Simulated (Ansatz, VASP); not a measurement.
La3YO6: VASP beside Ansatz

```
CELL_PARAMETERS angstrom
3.88002 0.00000 0.00000
-1.94001 3.36019 0.00000
0.00000 0.00000 12.22727
ATOMIC_POSITIONS crystal
La 0.66667 0.33333 0.87256
La 0.33333 0.66667 0.12773
La 0.33333 0.66667 0.61158
Y 0.66667 0.33333 0.37139
O 0.66667 0.33333 0.18878
O 0.66667 0.33333 0.67270
O 0.33333 0.66667 0.33285
O 0.33333 0.66667 0.82115
O 0.00000 0.00000 0.00762
O 0.00000 0.00000 0.49363
```

Alike in both runs: task single point; functional PBEsol; k mesh 6 × 6 × 2; occupations gaussian, width 0.02 eV; no spin polarisation.

|  | VASP | Ansatz |
| --- | --- | --- |
| version | VASP 6.6.1 | Ansatz 0.2.0 |
| potentials or method | VASP PAW PBE potentials, release 64 (La, Y_sv, O), cutoff 520 eV | scalar-relativistic, plane waves, PAW |
| valence electrons in the cell | 80 | 80 |

VASP gave:

| Item | Value |
| --- | --- |
| gap on the k mesh at the Fermi level (eV) | 3.86 |
| least direct gap on the mesh (eV) | 3.91 |
| pressure (GPa) | -5.1 |
| traceless stress, the component that is largest in VASP (GPa) | 0.10 |
| rms of the force components (eV/Å) | 0.045 |

Question: What did Ansatz give for the same quantities?

Answer: gap on the k mesh at the Fermi level (eV): 3.84; least direct gap on the mesh (eV): 3.89; pressure (GPa): -4.9; traceless stress, the component that is largest in VASP (GPa): 0.08; rms of the force components (eV/Å): 0.044.

VASP's potentials were made for PBE, not for PBEsol. Atom by atom the forces differ by 0.005 eV/Å (rms over components).

Neither program's run includes spin-orbit coupling.
